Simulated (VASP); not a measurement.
Here is a VASP 6.6.1 calculation.

Contents of INCAR:

```
PREC = Accurate
ENCUT = 520
EDIFF = 1E-6
ISMEAR = 0
SIGMA = 0.05
LREAL = False
LASPH = True
NELM = 100
ALGO = Normal
ISIF = 2
LWAVE = False
LCHARG = False
GGA = PE
NBANDS = 11
```

File KPOINTS:

```
regular mesh
0
Gamma
  12 12 12
```

POSCAR

```
SiC
1.0
    0.0000000000      2.2863742191      2.2863742191
    2.2863742191      0.0000000000      2.2863742191
    2.2621386524      2.2621386524      0.0242355667
Si C
1 1
Direct
    0.0000000000      0.0000000000      0.0000000000
    0.7500000000      0.7500000000      0.7500000000
```

Potentials or basis: VASP PAW PBE potentials, release 64 (Si, C).

Run with:

```console
$ cat potpaw_PBE.64/Si/POTCAR potpaw_PBE.64/C/POTCAR > POTCAR
$ mpirun -np 1 vasp_std > vasp.out
```

(1) Predict the largest force.

(2) Estimate the pressure.

## Answers

(1) 0.055 eV/Å.

(2) -19.2 GPa.
